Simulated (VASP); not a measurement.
# Ru (P6_3/mmc) in VASP: single point with PBEsol

Aim: the single point of Ru with PBEsol.

All numbers are computed with VASP 6.6.1; they aren't measurements. Logs are shortened: lines on timing, memory, paths and dates and some standing lists are left out, and cuts for length are marked.

### Step 1. The cell of the first run

Symmetry: P6_3/mmc, No. 194, hexagonal system. Conventional cell: a = 2.706 Å, b = 2.706 Å, c = 4.282 Å, α = 90.00°, β = 90.00°, γ = 120.00°. Within 3.5 Å of Ru (site symmetry -6m2) lie 12 Ru at 2.65 to 2.71 Å.

### Step 2. Single point, PBEsol

Contents of INCAR:

```
PREC = Accurate ; ENCUT = 500
EDIFF = 1E-6 ; ISMEAR = 0
SIGMA = 0.1 ; LREAL = F
LASPH = T ; NELM = 120
ALGO = Normal ; ISIF = 2
LWAVE = F ; LCHARG = T
GGA = PS ; LELF = T
LVHAR = T ; NBANDS = 21
GGA_COMPAT = F
```

Contents of KPOINTS:

```
Automatic mesh
0
Gamma
  6 6 4
```

Contents of POSCAR:

```
Ru
1.0
    2.7057993342      0.0000000000      0.0000000000
   -1.3528996671      2.3432909610      0.0000000000
    0.0000000000      0.0000000000      4.2819000000
Ru
2
Direct
    0.3333333333      0.6666666667      0.2500000000
    0.6666666667      0.3333333333      0.7500000000
```

Potentials or basis: VASP PAW PBE potentials, release 64 (Ru_pv).

Run with:

```sh
> cat potpaw_PBE.64/Ru_pv/POTCAR > POTCAR
> mpirun -np 1 vasp_std > vasp.out
```

OUTCAR:

```text
PREC = Accurate
   ENCUT = 500
   EDIFF = 1E-6
   ISMEAR = 0
   LREAL = F
   LASPH = T
   NELM = 120
   ISIF = 2
   GGA = PS

 ion  position               nearest neighbor table
   1  0.333  0.667  0.250-   2 2.65   2 2.65   2 2.65   2 2.65   2 2.65   2 2.65
   2  0.667  0.333  0.750-   1 2.65   1 2.65   1 2.65   1 2.65   1 2.65   1 2.65

  LATTYP: Found a hexagonal cell.
 ALAT       =     2.7057993342
 C/A-ratio  =     1.5824898565

  Lattice vectors:

 A1 = (   2.7057993342,   0.0000000000,   0.0000000000)
 A2 = (  -1.3528996671,   2.3432909610,   0.0000000000)
 A3 = (   0.0000000000,   0.0000000000,   4.2819000000)

Analysis of symmetry for initial positions (statically):
=====================================================================
 Subroutine PRICEL returns:
 Original cell was already a primitive cell.

 Routine SETGRP: Setting up the symmetry group for a
 hexagonal supercell.

 Subroutine GETGRP returns: Found 24 space group operations
 (whereof 12 operations were pure point group operations)
 out of a pool of 24 trial point group operations.

The static configuration has the point symmetry D_3d.
 The point group associated with its full space group is D_6h.

Analysis of symmetry for dynamics (positions and initial velocities):
=====================================================================
 Subroutine PRICEL returns:
 Original cell was already a primitive cell.

 Routine SETGRP: Setting up the symmetry group for a
 hexagonal supercell.

 Subroutine GETGRP returns: Found 24 space group operations
 (whereof 12 operations were pure point group operations)
 out of a pool of 24 trial point group operations.

The dynamic configuration has the point symmetry D_3d.
 The point group associated with its full space group is D_6h.

 Subroutine INISYM returns: Found 24 space group operations
 (whereof 12 operations are pure point group operations),
 and found     1 'primitive' translations

----------------------------------------------------------------------------------------

                                     Primitive cell

  volume of cell :      27.1493

  direct lattice vectors                    reciprocal lattice vectors
     2.705799334  0.000000000  0.000000000     0.369576556  0.213375124  0.000000000
    -1.352899667  2.343290961  0.000000000     0.000000000  0.426750249  0.000000000
     0.000000000  0.000000000  4.281900000     0.000000000  0.000000000  0.233541185

  length of vectors
     2.705799334  2.705799334  4.281900000     0.426750249  0.426750249  0.233541185

  position of ions in fractional coordinates (direct lattice)
     0.333333333  0.666666667  0.250000000
     0.666666667  0.333333333  0.750000000

  ion indices of the primitive-cell ions
   primitive index   ion index
                 1           1
                 2           2

----------------------------------------------------------------------------------------

 KPOINTS: Automatic mesh

Automatic generation of k-mesh.
 Grid dimensions read from file:
 generate k-points for:    6    6    4

 Generating k-lattice:

  Cartesian coordinates                     Fractional coordinates (reciprocal lattice)
     0.061596093  0.035562521  0.000000000     0.166666667  0.000000000  0.000000000
     0.000000000  0.071125041  0.000000000     0.000000000  0.166666667  0.000000000
     0.000000000  0.000000000  0.058385296     0.000000000  0.000000000  0.250000000

  Length of vectors
     0.071125041  0.071125041  0.058385296

  Shift w.r.t. Gamma in fractional coordinates (k-lattice)
     0.000000000  0.000000000  0.000000000

 Subroutine IBZKPT returns following result:
 ===========================================

 Found     21 irreducible k-points:

 Following reciprocal coordinates:
            Coordinates               Weight
  0.000000  0.000000  0.000000      1.000000
  0.166667 -0.000000  0.000000      6.000000
  0.333333  0.000000  0.000000      6.000000
  0.500000 -0.000000  0.000000      3.000000
  0.166667  0.166667  0.000000      6.000000
  0.333333  0.166667  0.000000     12.000000
[... 13 lines left out ...]
  0.333333  0.166667  0.500000     12.000000
  0.333333  0.333333  0.500000      2.000000
   k-points           NKPTS =     21   k-points in BZ     NKDIM =     21   number of bands    NBANDS=     21
   number of dos      NEDOS =    301   number of ions     NIONS =      2
   total plane-waves  NPLWV =  12800
   dimension x,y,z NGX =    20 NGY =   20 NGZ =   32
   dimension x,y,z NGXF=    40 NGYF=   40 NGZF=   64
   ions per type =               2
   NGX,Y,Z   is equivalent  to a cutoff of  12.29, 12.29, 12.42 a.u.
   NGXF,Y,Z  is equivalent  to a cutoff of  24.58, 24.58, 24.85 a.u.
 SYSTEM =  unknown system
   PREC   = accura    normal or accurate (medium, high low for compatibility)
   ISTART =      0    job   : 0-new  1-cont  2-samecut
   ICHARG =      2    charge: 1-file 2-atom 10-const
   ISPIN  =      1    spin polarized calculation?
   LNONCOLLINEAR =      F non collinear calculations
   LSORBIT =      F    spin-orbit coupling
   LASPH  =      T    aspherical Exc in radial PAW
   ENCUT  =  500.0 eV  36.75 Ry    6.06 a.u.   4.93  4.93  7.81*2*pi/ulx,y,z
   NELM   =    120;   NELMIN=  2; NELMDL= -5     # of ELM steps
   EDIFF  = 0.1E-05   stopping-criterion for ELM
   LREAL  =      F    real-space projection
   EDIFFG = 0.1E-04   stopping-criterion for IOM
   NSW    =      0    number of steps for IOM
   IBRION =     -1    ionic relax: 0-MD 1-quasi-New 2-CG
   NFREE  =      0    steps in history (QN), initial steepest desc. (CG)
   ISIF   =      2    stress and relaxation
   ISYM   =      2    0-nonsym 1-usesym 2-fastsym
   POTIM  = 0.5000    time-step for ionic-motion
   TEBEG  =    0.0;   TEEND  =   0.0 temperature during run
   PSTRESS=    0.0 pullay stress
   NELECT =      28.0000    total number of electrons
   NUPDOWN=      -1.0000    fix difference up-down
   EMIN   =  10.00;   EMAX   =-10.00  energy-range for DOS
   EFERMI =   0.00;   METHOD = LEGACY
   ISMEAR =     0;   SIGMA  =   0.10  broadening in eV -4-tet -1-fermi 0-gaus
   EFERMI_NEDOS =   21; number of points for ismear=-14 and -15
   IALGO  =     38    algorithm
   IMIX   =      4    mixing-type and parameters
     AMIX     =   0.40;   BMIX     =  1.00
     AMIX_MAG =   1.60;   BMIX_MAG =  1.00
  volume/ion in A,a.u.               =      13.57        91.61
  Fermi-wavevector in a.u.,A,eV,Ry     =   1.654022  3.125649 37.222686  2.735790
  Thomas-Fermi vector in A             =   2.742361
   LORBIT       =      0    0 simple, 1 ext, 2 COOP (PROOUT), +10 PAW based schemes
   GGA     = PS    functional components
   LHFCALC =     F    Hartree Fock is set to
   AEXX    =    0.0000 exact exchange contribution
   IVDW    =     0    specifies the selected vdW correction
   LEPSILON=     F    determine dielectric tensor
   LRPA    =     F    only Hartree local field effects (RPA)
 non-spin polarized calculation
 Gauss-broadening in eV      SIGMA  =   0.10
  energy-cutoff  :      500.00
  volume of cell :       27.15
 maximum number of plane-waves:       708
 NGX is ok and might be reduce to    20
   NGX =  9   NGY =  9   NGZ = 15

 number of electron      28.0000008 magnetization

 Free energy of the ion-electron system (eV)
  ---------------------------------------------------
  ext. energy  EPLUGINS =         0.00000000
  ---------------------------------------------------
  free energy    TOTEN  =       -20.26477970 eV

  energy without entropy =      -20.24884317  energy(sigma->0) =      -20.25681143

 E-fermi :  12.9473     XC(G=0): -14.2816

 val. band max:       12.9459476085   @ k =   0.3333   0.1667   0.2500
 cond. band min:      13.0160332248   @ k =   0.1667   0.1667   0.2500
 fundamental gap:      0.0700856163
 Fermi energy:        12.9472841085

 k-point     1 :       0.0000    0.0000    0.0000
  band No.  band energies     occupation
      1     -30.9032      2.00000
      2     -29.9527      2.00000
      3     -29.9527      2.00000
      4     -29.7815      2.00000
      5     -29.7815      2.00000
      6     -29.7525      2.00000
[... 13 lines left out ...]
     20      22.9830      0.00000
     21      23.0927      0.00000

 k-point     2 :       0.1667   -0.0000    0.0000
  band No.  band energies     occupation
      1     -30.8114      2.00000
      2     -30.1411      2.00000
      3     -30.0147      2.00000
      4     -29.9751      2.00000
      5     -29.8086      2.00000
      6     -29.7968      2.00000
[... 13 lines left out ...]
     20      22.9828      0.00000
     21      23.0357      0.00000

 k-point     3 :       0.3333    0.0000    0.0000
  band No.  band energies     occupation
      1     -30.5867      2.00000
      2     -30.5176      2.00000
      3     -30.3398      2.00000
      4     -30.1304      2.00000
      5     -29.9258      2.00000
      6     -29.8694      2.00000
[... 13 lines left out ...]
     20      22.9807      0.00000
     21      22.9878      0.00000

 k-point     4 :       0.5000   -0.0000    0.0000
  band No.  band energies     occupation
      1     -30.7049      2.00000
      2     -30.5126      2.00000
      3     -30.4186      2.00000
      4     -30.1855      2.00000
      5     -30.0456      2.00000
      6     -29.9016      2.00000
[... 13 lines left out ...]
     20      22.9798      0.00000
     21      23.7322      0.00000

 k-point     5 :       0.1667    0.1667    0.0000
  band No.  band energies     occupation
      1     -30.6511      2.00000
      2     -30.3403      2.00000
      3     -30.3169      2.00000
      4     -30.0669      2.00000
      5     -29.9095      2.00000
      6     -29.8854      2.00000
[... 13 lines left out ...]
     20      22.9825      0.00000
     21      23.0122      0.00000
[... 310 lines left out ...]
     20      22.9478      0.00000
     21      23.2566      0.00000

 k-point    19 :       0.1667    0.1667    0.5000
  band No.  band energies     occupation
      1     -30.5422      2.00000
      2     -30.5422      2.00000
      3     -30.0807      2.00000
      4     -30.0807      2.00000
      5     -29.9638      2.00000
      6     -29.9638      2.00000
[... 13 lines left out ...]
     20      22.9819      0.00000
     21      28.1902      0.00000

 k-point    20 :       0.3333    0.1667    0.5000
  band No.  band energies     occupation
      1     -30.7089      2.00000
      2     -30.7089      2.00000
      3     -30.2077      2.00000
      4     -30.2077      2.00000
      5     -29.9667      2.00000
      6     -29.9667      2.00000
[... 13 lines left out ...]
     20      22.9772      0.00000
     21      24.4807      0.00000

 k-point    21 :       0.3333    0.3333    0.5000
  band No.  band energies     occupation
      1     -30.6538      2.00000
      2     -30.6538      2.00000
      3     -30.3859      2.00000
      4     -30.3859      2.00000
      5     -29.9461      2.00000
      6     -29.9461      2.00000
[... 13 lines left out ...]
     20      22.9714      0.00000
     21      23.4118      0.00000

------------------------ aborting loop because EDIFF is reached ----------------------------------------

  FORCE on cell =-STRESS in cart. coord.  units (eV):
  Direction    XX          YY          ZZ          XY          YZ          ZX
  --------------------------------------------------------------------------------------
  -------------------------------------------------------------------------------------
  Total       -0.5728079     -0.5728079     -1.6766628     -0.0000000      0.0000000     -0.0000000
  in kB      -33.8034683    -33.8034683    -98.9459448     -0.0000000      0.0000000     -0.0000000
  external PRESSURE =     -55.5176271 kB  Pullay stress =       0.0000000 kB

 VOLUME and BASIS-vectors are now :
 -----------------------------------------------------------------------------
  energy-cutoff  :      500.00
  volume of cell :       27.15
      direct lattice vectors                 reciprocal lattice vectors
     2.705799334  0.000000000  0.000000000     0.369576556  0.213375124  0.000000000
    -1.352899667  2.343290961  0.000000000     0.000000000  0.426750249  0.000000000
     0.000000000  0.000000000  4.281900000     0.000000000  0.000000000  0.233541185

 POSITION                                       TOTAL-FORCE (eV/Angst)
 -----------------------------------------------------------------------------------
     -0.00000      1.56219      1.07048         0.000000     -0.000000      0.000000
      1.35290      0.78110      3.21143        -0.000000      0.000000      0.000000
 -----------------------------------------------------------------------------------
    total drift:                               -0.000000      0.000000     -0.000000

  FREE ENERGIE OF THE ION-ELECTRON SYSTEM (eV)
  ---------------------------------------------------
  free  energy   TOTEN  =       -20.2647796950 eV

  energy  without entropy=      -20.2488431664  energy(sigma->0) =      -20.25681143
```

It took 8.1 s on 1 thread of AMD EPYC 7R43 (Zen 3), shared host; peak memory 0.11 GiB.

What came out:

- Free energy: -20.2648 eV
- Pressure: -5.6 GPa
- Band gap on the k mesh: zero (band 14 reaches 14.15 eV, above the bottom of band 15 at 11.32 eV)

Stress tensor (GPa, compression positive):
```
-3.38  0.00  0.00
 0.00 -3.38  0.00
 0.00  0.00 -9.89
```

Caveat: the k points lie up to 0.45 Å⁻¹ apart; the PAW data sets were made with another functional, which shifts forces and pressure a little.
